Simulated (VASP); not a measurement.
YSe2, 3 atoms in the cell. It takes space group R-3m (No. 166, trigonal). The conventional cell has a = 4.340 Å, b = 4.340 Å, c = 15.628 Å, α = 90.00°, β = 90.00°, γ = 120.00°. Within 3.9 Å of Y (site symmetry -3m) lie 8 Se at 2.86 to 3.82 Å. Se (site symmetry 3m) has 4 Y at 2.86 to 3.82 Å and 6 Se at 3.49 to 3.74 Å within 3.9 Å. 

```yaml
Program: VASP 6.6.1
Task: single point
Functional: PBEsol
Potentials_or_basis: VASP PAW PBE potentials, release 64 (Y_sv, Se)
Cutoff: 520 eV
k_mesh: 10 × 10 × 10
Occupations: gaussian, width 0.05 eV
Spin: no spin polarisation
Dipole_correction: no
Further_INCAR_settings: ALGO = Normal; EDIFF = 1e-06; NBANDS = 18
```

Potentials or basis: VASP PAW PBE potentials, release 64 (Y_sv, Se).

Launch:

```sh
$ cat potpaw_PBE.64/Y_sv/POTCAR potpaw_PBE.64/Se/POTCAR > POTCAR
$ mpirun -np 1 vasp_std > vasp.out
```

Hardware: 1 thread of Oxide Virtual Turin-like Processor, with other jobs on the host.

Q: How long does it take, and how much memory?

A: Wall time 8.7 min on 1 thread of Oxide Virtual Turin-like Processor, on a shared host, peak memory 0.44 GiB. Counts: scf iterations 14, k points 116.
